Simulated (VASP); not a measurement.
# Eu (Im-3m) in VASP: a series of runs, part 2 of 2

VASP 6.6.1. Earlier steps stand in the parts before.

**3. Single point, r2SCAN, collinear spin, ferromagnetic start**

File POSCAR:

```
Eu
1.0
   -2.2274745855      2.2274745855      2.2274745855
    2.2274745855     -2.2274745855      2.2274745855
    2.2274745855      2.2274745855     -2.2274745855
Eu
1
Direct
    0.0000000000      0.0000000000      0.0000000000
```

File INCAR.step1:

```
PREC = Accurate ; ENCUT = 520
ISMEAR = -1 ; SIGMA = 0.3
LREAL = F ; LASPH = T
NELM = 150 ; ISPIN = 2
MAGMOM = 7.31 ; LMAXMIX = 6
NBANDS = 18 ; GGA = PE
ALGO = Normal ; EDIFF = 1E-4
LWAVE = T ; LCHARG = F
```

File INCAR.step2:

```
PREC = Accurate ; ENCUT = 520
EDIFF = 1E-6 ; ISMEAR = -1
SIGMA = 0.3 ; LREAL = F
LASPH = T ; NELM = 150
ALGO = Normal ; ISIF = 2
LWAVE = F ; LCHARG = T
ISPIN = 2 ; MAGMOM = 7.31
LORBIT = 11 ; LMAXMIX = 6
METAGGA = R2SCAN ; LMIXTAU = T
LELF = T ; LVHAR = T
NBANDS = 18 ; ISTART = 1
```

File KPOINTS:

```
regular mesh
0
Gamma
  10 10 10
```

Potentials or basis: VASP PAW PBE potentials, release 64 (Eu).

Command:

```bash
$ cat potpaw_PBE.64/Eu/POTCAR > POTCAR
$ cp INCAR.step1 INCAR
$ mpirun -np 1 vasp_std > vasp.out
$ cp INCAR.step2 INCAR
$ mpirun -np 1 vasp_std > vasp.out
```

OUTCAR:

```text
PREC = Accurate
   ENCUT = 520
   EDIFF = 1E-6
   ISMEAR = -1
   LREAL = F
   LASPH = T
   NELM = 150
   ISIF = 2
   ISPIN = 2
   LORBIT = 11
   METAGGA = R2SCAN
   ISTART = 1

 ion  position               nearest neighbor table
   1  0.000  0.000  0.000-

  LATTYP: Found a body centered cubic cell.
 ALAT       =     4.4549491710

  Lattice vectors:

 A1 = (  -2.2274745855,   2.2274745855,   2.2274745855)
 A2 = (   2.2274745855,  -2.2274745855,   2.2274745855)
 A3 = (   2.2274745855,   2.2274745855,  -2.2274745855)

Analysis of symmetry for initial positions (statically):
=====================================================================
 Subroutine PRICEL returns:
 Original cell was already a primitive cell.

 Routine SETGRP: Setting up the symmetry group for a
 body centered cubic supercell.

 Subroutine GETGRP returns: Found 48 space group operations
 (whereof 48 operations were pure point group operations)
 out of a pool of 48 trial point group operations.

The static configuration has the point symmetry O_h .

Analysis of symmetry for dynamics (positions and initial velocities):
=====================================================================
 Subroutine PRICEL returns:
 Original cell was already a primitive cell.

 Routine SETGRP: Setting up the symmetry group for a
 body centered cubic supercell.

 Subroutine GETGRP returns: Found 48 space group operations
 (whereof 48 operations were pure point group operations)
 out of a pool of 48 trial point group operations.

The dynamic configuration has the point symmetry O_h .

Analysis of structural, dynamic, and magnetic symmetry:
=====================================================================
 Subroutine PRICEL returns:
 Original cell was already a primitive cell.

 Routine SETGRP: Setting up the symmetry group for a
 body centered cubic supercell.

 Subroutine GETGRP returns: Found 48 space group operations
 (whereof 48 operations were pure point group operations)
 out of a pool of 48 trial point group operations.

The overall configuration has the point symmetry O_h .

 Subroutine INISYM returns: Found 48 space group operations
 (whereof 48 operations are pure point group operations),
 and found     1 'primitive' translations

----------------------------------------------------------------------------------------

                                     Primitive cell

  volume of cell :      44.2077

  direct lattice vectors                    reciprocal lattice vectors
    -2.227474585  2.227474585  2.227474585     0.000000000  0.224469452  0.224469452
     2.227474585 -2.227474585  2.227474585     0.224469452  0.000000000  0.224469452
     2.227474585  2.227474585 -2.227474585     0.224469452  0.224469452  0.000000000

  length of vectors
     3.858099155  3.858099155  3.858099155     0.317447744  0.317447744  0.317447744

  position of ions in fractional coordinates (direct lattice)
     0.000000000  0.000000000  0.000000000

  ion indices of the primitive-cell ions
   primitive index   ion index
                 1           1

----------------------------------------------------------------------------------------

[... 48 lines left out ...]
  0.300000  0.300000  0.100000      8.000000
 -0.300000  0.300000  0.100000     24.000000
 [... further k-points ...]
   k-points           NKPTS =     47   k-points in BZ     NKDIM =     47   number of bands    NBANDS=     18
   number of dos      NEDOS =    301   number of ions     NIONS =      1
   total plane-waves  NPLWV =  27000
   dimension x,y,z NGX =    30 NGY =   30 NGZ =   30
   dimension x,y,z NGXF=    60 NGYF=   60 NGZF=   60
   ions per type =               1
   NGX,Y,Z   is equivalent  to a cutoff of  12.93, 12.93, 12.93 a.u.
   NGXF,Y,Z  is equivalent  to a cutoff of  25.85, 25.85, 25.85 a.u.
 SYSTEM =  unknown system
   PREC   = accura    normal or accurate (medium, high low for compatibility)
   ISTART =      1    job   : 0-new  1-cont  2-samecut
   ICHARG =      0    charge: 1-file 2-atom 10-const
   ISPIN  =      2    spin polarized calculation?
   LNONCOLLINEAR =      F non collinear calculations
   LSORBIT =      F    spin-orbit coupling
   LASPH  =      T    aspherical Exc in radial PAW
   ENCUT  =  520.0 eV  38.22 Ry    6.18 a.u.   7.17  7.17  7.17*2*pi/ulx,y,z
   NELM   =    150;   NELMIN=  2; NELMDL=  0     # of ELM steps
   EDIFF  = 0.1E-05   stopping-criterion for ELM
   LREAL  =      F    real-space projection
   EDIFFG = 0.1E-04   stopping-criterion for IOM
   NSW    =      0    number of steps for IOM
   IBRION =     -1    ionic relax: 0-MD 1-quasi-New 2-CG
   NFREE  =      0    steps in history (QN), initial steepest desc. (CG)
   ISIF   =      2    stress and relaxation
   ISYM   =      2    0-nonsym 1-usesym 2-fastsym
   POTIM  = 0.5000    time-step for ionic-motion
   TEBEG  =    0.0;   TEEND  =   0.0 temperature during run
   PSTRESS=    0.0 pullay stress
   NELECT =      17.0000    total number of electrons
   NUPDOWN=      -1.0000    fix difference up-down
   EMIN   =  10.00;   EMAX   =-10.00  energy-range for DOS
   EFERMI =   0.00;   METHOD = LEGACY
   ISMEAR =    -1;   SIGMA  =   0.30  broadening in eV -4-tet -1-fermi 0-gaus
   EFERMI_NEDOS =   21; number of points for ismear=-14 and -15
   IALGO  =     38    algorithm
   IMIX   =      4    mixing-type and parameters
     AMIX     =   0.40;   BMIX     =  1.00
     AMIX_MAG =   1.60;   BMIX_MAG =  1.00
  volume/ion in A,a.u.               =      44.21       298.33
  Fermi-wavevector in a.u.,A,eV,Ry     =   1.190488  2.249696 19.283018  1.417262
  Thomas-Fermi vector in A             =   2.326572
   LORBIT       =     11    0 simple, 1 ext, 2 COOP (PROOUT), +10 PAW based schemes
   METAGGA = R2SCAN    functional components
   LHFCALC =     F    Hartree Fock is set to
   AEXX    =    0.0000 exact exchange contribution
   IVDW    =     0    specifies the selected vdW correction
   LEPSILON=     F    determine dielectric tensor
   LRPA    =     F    only Hartree local field effects (RPA)
 spin polarized calculation
  energy-cutoff  :      520.00
  volume of cell :       44.21
 maximum number of plane-waves:      1205
 NGX is ok and might be reduce to    30
   NGX = 15   NGY = 15   NGZ = 15

 number of electron      16.9999996 magnetization       7.7089409

 Free energy of the ion-electron system (eV)
  ---------------------------------------------------
  ext. energy  EPLUGINS =         0.00000000
  ---------------------------------------------------
  free energy    TOTEN  =       -39.99639577 eV

  energy without entropy =      -39.31901357  energy(sigma->0) =      -39.65770467

 E-fermi :   1.9170     XC(G=0):  -9.1044

 val. band max:        1.9105581499   @ k =  -0.3000   0.3000   0.3000
 cond. band min:       1.9323653709   @ k =  -0.4000   0.5000   0.1000
 fundamental gap:      0.0218072210
 Fermi energy:         1.9170275373

 spin component 1

 k-point     1 :       0.0000    0.0000    0.0000
  band No.  band energies     occupation
      1     -41.5323      1.00000
      2     -19.4574      1.00000
      3     -19.4574      1.00000
      4     -19.4574      1.00000
      5      -2.9317      1.00000
      6       0.7859      0.97748
[... 493 lines left out ...]
     17       5.9989      0.00000
     18      10.2115      0.00000

 [... further k-points ...]

 spin component 2

 k-point     1 :       0.0000    0.0000    0.0000
  band No.  band energies     occupation
      1     -37.7949      1.00000
      2     -16.7480      1.00000
      3     -16.7480      1.00000
      4     -16.7480      1.00000
      5      -1.2542      0.99997
      6       5.1539      0.00002
[... 493 lines left out ...]
     17       7.8755      0.00000
     18      11.9780      0.00000

 [... further k-points ...]
[... 5 lines left out ...]
  --------------------------------------------------------------------------------------
  -------------------------------------------------------------------------------------
  Total       -0.1262597     -0.1262597     -0.1262597      0.0000000     -0.0000000     -0.0000000
  in kB       -4.5759054     -4.5759054     -4.5759054      0.0000000     -0.0000000     -0.0000000
  external PRESSURE =      -4.5759054 kB  Pullay stress =       0.0000000 kB

 VOLUME and BASIS-vectors are now :
 -----------------------------------------------------------------------------
  energy-cutoff  :      520.00
  volume of cell :       44.21
      direct lattice vectors                 reciprocal lattice vectors
    -2.227474585  2.227474585  2.227474585     0.000000000  0.224469452  0.224469452
     2.227474585 -2.227474585  2.227474585     0.224469452  0.000000000  0.224469452
     2.227474585  2.227474585 -2.227474585     0.224469452  0.224469452  0.000000000

 POSITION                                       TOTAL-FORCE (eV/Angst)
 -----------------------------------------------------------------------------------
      0.00000      0.00000      0.00000        -0.000000     -0.000000     -0.000000
 -----------------------------------------------------------------------------------
    total drift:                               -0.000000     -0.000000      0.000000

  FREE ENERGIE OF THE ION-ELECTRON SYSTEM (eV)
  ---------------------------------------------------
  free  energy   TOTEN  =       -39.9963957689 eV

  energy  without entropy=      -39.3190135717  energy(sigma->0) =      -39.65770467

 total charge

# of ion       s       p       d       f       tot
--------------------------------------------------
    1        2.078   5.756   0.316   6.592  14.742

 magnetization (x)

# of ion       s       p       d       f       tot
--------------------------------------------------
    1       -0.008  -0.148   0.214   6.591   6.650
```

OUTCAR.step1:

```text
PREC = Accurate
   ENCUT = 520
   ISMEAR = -1
   LREAL = F
   LASPH = T
   NELM = 150
[... 1243 lines left out ...]

 POSITION                                       TOTAL-FORCE (eV/Angst)
 -----------------------------------------------------------------------------------
      0.00000      0.00000      0.00000         0.000000     -0.000000     -0.000000
 -----------------------------------------------------------------------------------
    total drift:                               -0.000000     -0.000000      0.000000

  FREE ENERGIE OF THE ION-ELECTRON SYSTEM (eV)
  ---------------------------------------------------
  free  energy   TOTEN  =       -11.8016701303 eV

  energy  without entropy=      -11.0520467438  energy(sigma->0) =      -11.42685844
```

Run time: 3 min. Hardware: 1 thread of Intel Xeon 6975P-C (Granite Rapids), shared host; peak memory 0.24 GiB.

Results:

```yaml
Free_energy: -39.9964 eV
Pressure: -0.5 GPa
Net_moment: 7.71 μB per cell
Site_moments: Eu +6.65 μB
Valence_electrons_inside_the_program's_atomic_spheres: Eu 14.74
```

Caveat: so wide a smearing shifts energies and pressures; the PAW data sets were made with another functional, which shifts forces and pressure a little; spin-orbit coupling is left out, which moves the levels of the heavy elements; semilocal functionals describe open f shells poorly, which spoils levels, moments and volumes. The state reached can hang on the start; a lower one may exist.
